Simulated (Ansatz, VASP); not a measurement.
## Ag in VASP and in Ansatz

```
Ag
1.0
     2.93000    0.00000    0.00000
    -1.46500    2.53745    0.00000
     0.00000    0.00000    4.83790
Ag
2
Direct
  0.33333 0.66667 0.25000
  0.66667 0.33333 0.75000
```

Change from the starting cell: z stretched by +1 %, ions relaxed.

Alike in both runs: functional PBE; k mesh 18 × 18 × 10; occupations fermi-dirac, width 0.05 eV; no spin polarisation.

Ansatz relaxed the structure, and its values are those at the end. VASP's run is a single point on that final structure, the one shown.

|  | VASP | Ansatz |
| --- | --- | --- |
| version | VASP 6.6.1 | Ansatz 0.2.0 |
| potentials or method | VASP PAW PBE potentials, release 64 (Ag) | plane-wave PAW, scalar-relativistic |
| plane-wave cutoff (eV) | 520 | 420 |
| valence electrons in the cell | 22 | 38 |

```csv
,VASP,Ansatz,Ansatz less VASP
pressure (GPa),-0.6,-0.5,+0.11
```

The functional is the same, so the differences come from potentials, cutoffs and numerics. VASP's potentials hold 22 valence electrons a cell and Ansatz's 38, so a difference there can come from the potentials and not from the codes. Ansatz's warnings: stress scf threshold loose.
